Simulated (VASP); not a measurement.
## SnTe (zincblende type): relaxation of cell and atoms with PBE

Crystal: SnTe (zincblende type).

```
Sn Te
1.0
     0.00000    3.18699    3.18699
     3.18699    0.00000    3.18699
     3.18699    3.18699    0.00000
Sn Te
1 1
Cartesian
  0.0000 0.0000 0.0000
  1.5935 1.5935 1.5935
```

| Item | Value |
| --- | --- |
| Program | VASP 6.6.1 |
| Task | relaxation of cell and atoms |
| Functional | PBE |
| Potentials or basis | VASP PAW PBE potentials, release 64 (Sn_d, Te) |
| Cutoff | 600 eV |
| k mesh | 11 × 11 × 11 |
| Occupations | fermi-dirac, width 0.1 eV |
| Spin | no spin polarisation |
| Target pressure | 8.5 GPa |
| Dipole correction | no |
| Further INCAR settings | ALGO = Normal; EDIFF = 1e-07; IBRION = 2; EDIFFG = -0.005; NSW = 60; ISIF = 3 |

The relaxed volume is 37.11 Å³/atom and the relaxed cell is a = 4.717 Å, b = 4.717 Å, c = 4.717 Å, α = 60.00°, β = 60.00°, γ = 60.00°. The space group after relaxing (to 0.1 Å) is F-43m (No. 216) and the energy change on relaxing (the run minimises the enthalpy) is -370.4 meV/atom. The ionic steps are 18 and the pressure after relaxing is 8.5 GPa. The band gap on the k mesh is zero (bands 10 and 11 overlap by 0.59 eV).

Step by step:
```tsv
step	energy change (eV)	largest force (eV/Å)	pressure (GPa)	volume (Å³)
1	0.0000	0.0000	17.44	64.74
2	-1.0673	0.0000	3.57	83.19
3	-0.7459	0.0000	8.43	74.32
4	-0.7353	0.0000	8.56	74.12
5	-0.7353	0.0000	8.57	74.12
6	-0.7355	0.0000	8.56	74.12
7	-0.7355	0.0000	8.56	74.12
8	-0.7355	0.0000	8.56	74.12
9	-0.7355	0.0000	8.56	74.12
10	-0.7355	0.0000	8.56	74.12
11	-0.7356	0.0000	8.57	74.12
12	-0.7356	0.0000	8.57	74.12
13	-0.7357	0.0000	8.57	74.12
14	-0.7358	0.0000	8.56	74.13
15	-0.7362	0.0000	8.56	74.13
16	-0.7368	0.0000	8.55	74.15
17	-0.7381	0.0000	8.53	74.17
18	-0.7408	0.0000	8.50	74.22
```

Final structure:
```yaml
crystal:
  lattice:
    - [0.00000, 3.33552, 3.33552]
    - [3.33552, 0.00000, 3.33552]
    - [3.33552, 3.33552, 0.00000]
  atoms:
    - { symbol: Sn, position: [0.00000, 0.00000, 0.00000] }
    - { symbol: Te, position: [0.25000, 0.25000, 0.25000] }
```

Levels at points of the mesh, in eV from the Fermi level:
| k point | band 6 | band 7 | band 8 | band 9 | band 10 | band 11 | band 12 | band 13 | band 14 |
| --- | --- | --- | --- | --- | --- | --- | --- | --- | --- |
| (0.00, 0.00, 0.00) | -12.98 | -4.41 | -2.53 | -2.53 | -2.53 | 0.79 | 0.79 | 0.79 | 4.03 |

It took 3.8 min on 1 thread of AMD EPYC 9R45 96-Core Processor (Zen 5) (shared host), peak memory 0.23 GiB.

Caveat: the cell is relaxed towards a set pressure, so the run minimises the enthalpy, not the energy; semilocal functionals underestimate gaps, so a narrow gap can read as zero; spin-orbit coupling is left out, which moves the levels of the heavy elements.
